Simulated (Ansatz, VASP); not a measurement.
# Two plane-wave programs on TiIn2Te3

```xyz
6
Lattice="6.3187 0.0000 0.0000 -3.1594 5.4722 0.0000 0.0000 0.0000 6.1048" Properties=species:S:1:pos:R:3 pbc="T T T"
Ti    0.0000    0.0000    3.0524
In    3.1594    1.8241    0.0000
In    0.0000    3.6481    0.0000
Te    1.5797    2.7361    3.0524
Te    3.1594    0.0000    3.0524
Te   -1.5797    2.7361    3.0524
```

Change from the starting cell: species swapped into the ErCo3Ge2 type (P6mm, No. 183).

Alike in both runs: functional PBE; k mesh 6 × 6 × 6; occupations gaussian, width 0.1 eV; collinear spin.

Ansatz relaxed the structure, and its values are those at the end. VASP's run is a single point on that final structure, the one shown.

```csv
,VASP,Ansatz
version,VASP 6.6.1,Ansatz 0.2.0
potentials or method,"VASP PAW PBE potentials, release 64 (Ti_sv, In_d, Te), cutoff 520 eV","scalar-relativistic, plane waves, PAW"
valence electrons in the cell,56,86
```

|  | VASP | Ansatz | Ansatz less VASP |
| --- | --- | --- | --- |
| gap on the k mesh at the Fermi level (eV) | none | none | - |
| pressure (GPa) | 0.0 | 0.0 | +0.02 |
| net moment per atom (μB) | 0.37 | 0.37 | 0.000 |
| size of the moment on the site where the two differ most (μB) | 1.64 | 1.79 | +0.153 |

Site moments also hang on the region over which each program counts them. A gap of «none» marks a metal or a gap that the smearing closes. The functional is the same, so the differences come from potentials, cutoffs and numerics. VASP's potentials hold 56 valence electrons a cell and Ansatz's 86, so a difference there can come from the potentials and not from the codes.

Neither program's run includes spin-orbit coupling.
